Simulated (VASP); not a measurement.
Set up this calculation in VASP 6.6.1, as the native input.

```
Task                   : single point
Functional             : PBE
Potentials or basis    : VASP PAW PBE potentials, release 64 (Si, C)
Cutoff                 : 600 eV
k mesh                 : 6 × 6 × 6
Occupations            : fermi-dirac, width 0.03 eV
Spin                   : no spin polarisation
Dipole correction      : no
Further INCAR settings : ALGO = Normal; EDIFF = 1e-06; NBANDS = 11
```

The structure of SiC (Moissanite 3C) lies in POSCAR:

```
SiC
1.0
    0.0000000000      2.1790000000      2.1790000000
    2.1790000000      0.0000000000      2.1790000000
    2.1790000000      2.1790000000      0.0000000000
Si C
1 1
Direct
    0.0000000000      0.0000000000      0.0000000000
    0.7500000000      0.7500000000      0.7500000000
```

These files were run (other wordings do the same):

INCAR

```
PREC = Accurate
ENCUT = 600
EDIFF = 1E-6
ISMEAR = -1
SIGMA = 0.03
LREAL = False
LASPH = True
NELM = 120
ALGO = Normal
ISIF = 2
LWAVE = False
LCHARG = True
GGA = PE
LELF = True
LVHAR = True
NBANDS = 11
GGA_COMPAT = False
```

KPOINTS

```
Automatic mesh
0
Gamma
  6 6 6
```

Potentials or basis: VASP PAW PBE potentials, release 64 (Si, C).

Command:

```bash
$ cat potpaw_PBE.64/Si/POTCAR potpaw_PBE.64/C/POTCAR > POTCAR
$ mpirun -np 1 vasp_std > vasp.out
```

It gave:

```
Pressure               : 3.1 GPa
Band gap on the k mesh : 1.35 eV, indirect (least direct gap 4.54 eV)
```

Wall time 3.9 s on 1 thread of Intel(R) Xeon(R) 6975P-C (Granite Rapids) (shared host), peak memory 0.14 GiB.
